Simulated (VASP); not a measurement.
# Sb (P6_3/mmc) in VASP: further runs, part 2 of 2

VASP 6.6.1. The steps go on from the part before.

### Step 3. Single point, PBEsol

This run uses another cell than the first one, of 26.09 Å³/atom.

Input file INCAR:

```
SYSTEM = Sb
ALGO = Normal
EDIFF = 1E-7
ENCUT = 520
GGA = PS
ISIF = 2
ISMEAR = -1
LASPH = .TRUE.
LCHARG = .FALSE.
LREAL = .FALSE.
LWAVE = .FALSE.
NBANDS = 12
NELM = 80
PREC = Accurate
SIGMA = 0.1
```

Input file KPOINTS:

```
k-points
0
G
  18 18 10
  0 0 0
```

Input file POSCAR:

```
Sb
1.0
    3.3151258720      0.0000000000      0.0000000000
   -1.6575629360      2.8709832219      0.0000000000
    0.0000000000      0.0000000000      5.4817690713
Sb
2
Direct
    0.3333333333      0.6666666667      0.2500000000
    0.6666666667      0.3333333333      0.7500000000
```

Potentials or basis: VASP PAW PBE potentials, release 64 (Sb).

The run is started by

```
> cat potpaw_PBE.64/Sb/POTCAR > POTCAR
> mpirun -np 1 vasp_std > vasp.out
```

OUTCAR:

```text
SYSTEM = Sb
   EDIFF = 1E-7
   ENCUT = 520
   GGA = PS
   ISIF = 2
   ISMEAR = -1
   LASPH = .TRUE.
   LREAL = .FALSE.
   NELM = 80
   PREC = Accurate

 ion  position               nearest neighbor table
   1  0.333  0.667  0.250-   2 3.34   2 3.34   2 3.34   2 3.34   2 3.34   2 3.34
   2  0.667  0.333  0.750-   1 3.34   1 3.34   1 3.34   1 3.34   1 3.34   1 3.34

  LATTYP: Found a hexagonal cell.
 ALAT       =     3.3151258720
 C/A-ratio  =     1.6535628760

  Lattice vectors:

 A1 = (   3.3151258720,   0.0000000000,   0.0000000000)
 A2 = (  -1.6575629360,   2.8709832219,   0.0000000000)
 A3 = (   0.0000000000,   0.0000000000,   5.4817690713)

Analysis of symmetry for initial positions (statically):
=====================================================================
 Subroutine PRICEL returns:
 Original cell was already a primitive cell.

 Routine SETGRP: Setting up the symmetry group for a
 hexagonal supercell.

 Subroutine GETGRP returns: Found 24 space group operations
 (whereof 12 operations were pure point group operations)
 out of a pool of 24 trial point group operations.

The static configuration has the point symmetry D_3d.
 The point group associated with its full space group is D_6h.

Analysis of symmetry for dynamics (positions and initial velocities):
=====================================================================
 Subroutine PRICEL returns:
 Original cell was already a primitive cell.

 Routine SETGRP: Setting up the symmetry group for a
 hexagonal supercell.

 Subroutine GETGRP returns: Found 24 space group operations
 (whereof 12 operations were pure point group operations)
 out of a pool of 24 trial point group operations.

The dynamic configuration has the point symmetry D_3d.
 The point group associated with its full space group is D_6h.

 Subroutine INISYM returns: Found 24 space group operations
 (whereof 12 operations are pure point group operations),
 and found     1 'primitive' translations

----------------------------------------------------------------------------------------

[... 122 lines left out ...]
   LRPA    =     F    only Hartree local field effects (RPA)
 non-spin polarized calculation
  energy-cutoff  :      520.00
  volume of cell :       52.17
 maximum number of plane-waves:      1420
 NGX is ok and might be reduce to    28
   NGX = 13   NGY = 13   NGZ = 21

 number of electron      10.0000000 magnetization

 Free energy of the ion-electron system (eV)
  ---------------------------------------------------
  ext. energy  EPLUGINS =         0.00000000
  ---------------------------------------------------
  free energy    TOTEN  =        -8.69992577 eV

  energy without entropy =       -8.66158727  energy(sigma->0) =       -8.68075652

 E-fermi :   8.8316     XC(G=0): -10.4693

 val. band max:        8.8275640747   @ k =   0.2778   0.1111   0.2000
 cond. band min:       8.8665775591   @ k =   0.4444   0.0556   0.0000
 fundamental gap:      0.0390134844
 Fermi energy:         8.8315624415

 k-point     1 :       0.0000    0.0000    0.0000
  band No.  band energies     occupation
      1      -4.3945      2.00000
      2      -0.5786      2.00000
      3       2.7410      2.00000
      4      12.6649      0.00000
      5      12.6649      0.00000
      6      14.2376      0.00000
      7      14.3009      0.00000
      8      14.3009      0.00000
      9      16.8151      0.00000
     10      17.8223      0.00000
     11      18.9450      0.00000
     12      18.9450      0.00000
[... 331 lines left out ...]
 k-point    24 :       0.3889    0.1111    0.0000
  band No.  band energies     occupation
      1      -0.8775      2.00000
      2       1.0591      2.00000
      3       4.2983      2.00000
      4       6.1178      2.00000
      5       6.2795      2.00000
      6       8.0634      1.99908
      7       9.0733      0.16367
      8      11.2947      0.00000
      9      14.7803      0.00000
     10      15.0989      0.00000
     11      19.0729      0.00000
     12      19.5079      0.00000

 [... further k-points ...]

------------------------ aborting loop because EDIFF is reached ----------------------------------------

  FORCE on cell =-STRESS in cart. coord.  units (eV):
  Direction    XX          YY          ZZ          XY          YZ          ZX
  --------------------------------------------------------------------------------------
  -------------------------------------------------------------------------------------
  Total        0.0819226      0.0819226      0.0003167      0.0000000      0.0000000      0.0000000
  in kB        2.5157230      2.5157230      0.0097247      0.0000000      0.0000000      0.0000000
  external PRESSURE =       1.6803902 kB  Pullay stress =       0.0000000 kB

 VOLUME and BASIS-vectors are now :
 -----------------------------------------------------------------------------
  energy-cutoff  :      520.00
  volume of cell :       52.17
      direct lattice vectors                 reciprocal lattice vectors
     3.315125872  0.000000000  0.000000000     0.301647671  0.174156364  0.000000000
    -1.657562936  2.870983222  0.000000000     0.000000000  0.348312729  0.000000000
     0.000000000  0.000000000  5.481769071     0.000000000  0.000000000  0.182422861

 POSITION                                       TOTAL-FORCE (eV/Angst)
 -----------------------------------------------------------------------------------
     -0.00000      1.91399      1.37044         0.000000      0.000000      0.000000
      1.65756      0.95699      4.11133        -0.000000     -0.000000      0.000000
 -----------------------------------------------------------------------------------
    total drift:                                0.000000     -0.000000      0.000000

  FREE ENERGIE OF THE ION-ELECTRON SYSTEM (eV)
  ---------------------------------------------------
  free  energy   TOTEN  =        -8.6999257700 eV

  energy  without entropy=       -8.6615872670  energy(sigma->0) =       -8.68075652
```

OSZICAR:

```text
N       E                     dE             d eps       ncg     rms          rms(c)
DAV:   1     0.328312898839E+02    0.32831E+02   -0.36176E+03  5328   0.666E+02
DAV:   2    -0.692855676528E+01   -0.39760E+02   -0.38614E+02  7100   0.108E+02
DAV:   3    -0.869924767066E+01   -0.17707E+01   -0.17489E+01  6724   0.252E+01
DAV:   4    -0.871321353261E+01   -0.13966E-01   -0.13963E-01  6020   0.267E+00
DAV:   5    -0.871335611867E+01   -0.14259E-03   -0.14259E-03  6392   0.302E-01    0.246E+00
DAV:   6    -0.870469107475E+01    0.86650E-02   -0.35084E-03  5888   0.282E-01    0.141E+00
DAV:   7    -0.869993637518E+01    0.47547E-02   -0.67502E-03  5624   0.392E-01    0.377E-02
DAV:   8    -0.869992658002E+01    0.97952E-05   -0.87390E-05  6520   0.678E-02    0.142E-02
DAV:   9    -0.869992666905E+01   -0.89035E-07   -0.15452E-06  5928   0.964E-03    0.324E-03
DAV:  10    -0.869992610875E+01    0.56030E-06   -0.24166E-07  6104   0.264E-03    0.268E-03
DAV:  11    -0.869992575972E+01    0.34902E-06   -0.68970E-09  3576   0.589E-04    0.181E-04
DAV:  12    -0.869992577005E+01   -0.10326E-07   -0.10101E-09  3104   0.233E-04
   1 F= -.86999258E+01 E0= -.86807565E+01  d E =-.383385E-01
```

Run time: 57 s. Hardware: 1 thread of AMD EPYC 9R45 (Zen 5), shared host; peak memory 0.23 GiB.

What came out:

```
Free energy            : -8.6999 eV
Pressure               : 0.2 GPa
Band gap on the k mesh : zero (bands 5 and 6 overlap by 8.06 eV)
```

Caveat: the PAW data sets were made with another functional, which shifts forces and pressure a little; spin-orbit coupling is left out, which moves the levels of the heavy elements.

The gap in the log of VASP goes by the Fermi energy; the results here count the filled bands.